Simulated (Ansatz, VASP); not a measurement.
One calculation of SrO, two programs

The input INCAR:

```
SYSTEM = SrO
PREC = Accurate ; ENCUT = 600
EDIFF = 1E-6 ; ISMEAR = -1
SIGMA = 0.02 ; LREAL = .False.
LASPH = .True. ; NELM = 120
ALGO = Normal ; ISIF = 2
LWAVE = .False. ; LCHARG = .True.
GGA = PE ; LELF = .True.
LVHAR = .True. ; NBANDS = 15
GGA_COMPAT = .False.
```

KPOINTS

```
regular mesh
0
Gamma
  6 6 6
  0 0 0
```

Contents of POSCAR:

```
SrO
1.0
    0.0000000000      2.5663000000      2.5663000000
    2.5663000000      0.0000000000      2.5663000000
    2.5663000000      2.5663000000      0.0000000000
Sr O
1 1
Direct
    0.5000000000      0.5000000000      0.5000000000
    0.0000000000      0.0000000000      0.0000000000
```

The input input.yaml:

```yaml
crystal:
  lattice:
    - [0.0, 2.5663, 2.5663]
    - [2.5663, 0.0, 2.5663]
    - [2.5663, 2.5663, 0.0]
  atoms:
    - { symbol: Sr, position: [0.5, 0.5, 0.5] }
    - { symbol: O, position: [0.0, 0.0, 0.0] }
kpoints:
  mp_grid: { grid: [6, 6, 6] }
scf:
  occupations: { method: fermi_dirac, width: 0.02 }
hamiltonian:
  xc: pbe
  pseudopotentials: { kind: all_electron, lapw: { basis_error: 0.004 } }
output:
  forces: true
  stress: true
  eigenvalues: true
```

Alike in both runs: task single point; functional PBE; k mesh 6 × 6 × 6; occupations fermi-dirac, width 0.02 eV; no spin polarisation.

|  | VASP | Ansatz |
| --- | --- | --- |
| version | VASP 6.6.1 | Ansatz 0.2.0 |
| potentials or method | VASP PAW PBE potentials, release 64 (Sr_sv, O), cutoff 600 eV | all-electron LAPW, scalar-relativistic |

Ansatz gave:

| Item | Value |
| --- | --- |
| gap on the k mesh at the Fermi level (eV) | 3.31 |
| least direct gap on the mesh (eV) | 3.38 |
| pressure (GPa) | 3.3 |

Q: Which values does VASP return?

A: gap on the k mesh at the Fermi level (eV): 3.26; least direct gap on the mesh (eV): 3.35; pressure (GPa): 3.8.

Ansatz ran all-electron here, and VASP with PAW potentials.
